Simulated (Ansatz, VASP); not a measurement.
C in VASP and in Ansatz

INCAR

```
PREC = Accurate
ENCUT = 520
EDIFF = 1E-6
ISMEAR = 0
SIGMA = 0.15
LREAL = False
LASPH = True
NELM = 100
ALGO = Normal
ISIF = 2
LWAVE = False
LCHARG = True
GGA = PE
LELF = True
LVHAR = True
NBANDS = 16
```

KPOINTS

```
Automatic mesh
0
Gamma
  18 18 6
```

POSCAR

```
C
1.0
    2.3513364993      0.0000000000      0.0000000000
   -1.1756682496      2.1360716891      0.0000000000
    0.0000000000      0.0000000000      8.5653080463
C
4
Direct
   -0.0576914494      0.0000000000      0.0025000000
    0.0576914494      0.0000000000      0.5025000000
    0.2756407870      0.6666666667      0.0025000000
    0.7243592130      0.3333333333      0.5025000000
```

Input for Ansatz:

```yaml
crystal:
  lattice:
    - [2.3513364993, 0.0, 0.0]
    - [-1.1756682496, 2.1360716891, 0.0]
    - [0.0, 0.0, 8.5653080463]
  atoms:
    - { symbol: C, position: [-0.0576914494, 0.0, 0.0025] }
    - { symbol: C, position: [0.0576914494, 0.0, 0.5025] }
    - { symbol: C, position: [0.275640787, 0.6666666667, 0.0025] }
    - { symbol: C, position: [0.724359213, 0.3333333333, 0.5025] }
basis:
  ecutwfc: 520.0
kpoints:
  mp_grid: { grid: [18, 18, 6] }
hamiltonian:
  xc: pbe
  pseudopotentials: { kind: paw, azcp: { folder: soft_1 } }
scf:
  occupations: { method: gaussian, width: 0.15 }
output:
  forces: true
  stress: true
  eigenvalues: true
```

Change from the starting cell: mode 4 frozen in at -0.142 Å, normal strain along x -0.0467.

Alike in both runs: task single point; functional PBE; k mesh 18 × 18 × 6; occupations gaussian, width 0.15 eV; no spin polarisation.

|  | VASP | Ansatz |
| --- | --- | --- |
| version | VASP 6.6.1 | Ansatz 0.2.0 |
| potentials or method | VASP PAW PBE potentials, release 64 (C), cutoff 520 eV | scalar-relativistic, plane waves, PAW |
| valence electrons in the cell | 16 | 16 |

VASP gave:

| Property | Result |
| --- | --- |
| gap on the k mesh at the Fermi level (eV) | 0.54 |
| least direct gap on the mesh (eV) | 0.54 |
| pressure (GPa) | 18.0 |
| traceless stress, the component that is largest in VASP (GPa) | 27.95 |
| rms of the force components (eV/Å) | 0.436 |

Problem. Estimate Ansatz's values.

Solution. gap on the k mesh at the Fermi level (eV): 0.53; least direct gap on the mesh (eV): 0.53; pressure (GPa): 17.6; traceless stress, the component that is largest in VASP (GPa): 27.68; rms of the force components (eV/Å): 0.432.

Atom by atom the forces differ by 0.004 eV/Å (rms over components). The functional is the same, so the differences come from potentials, cutoffs and numerics.
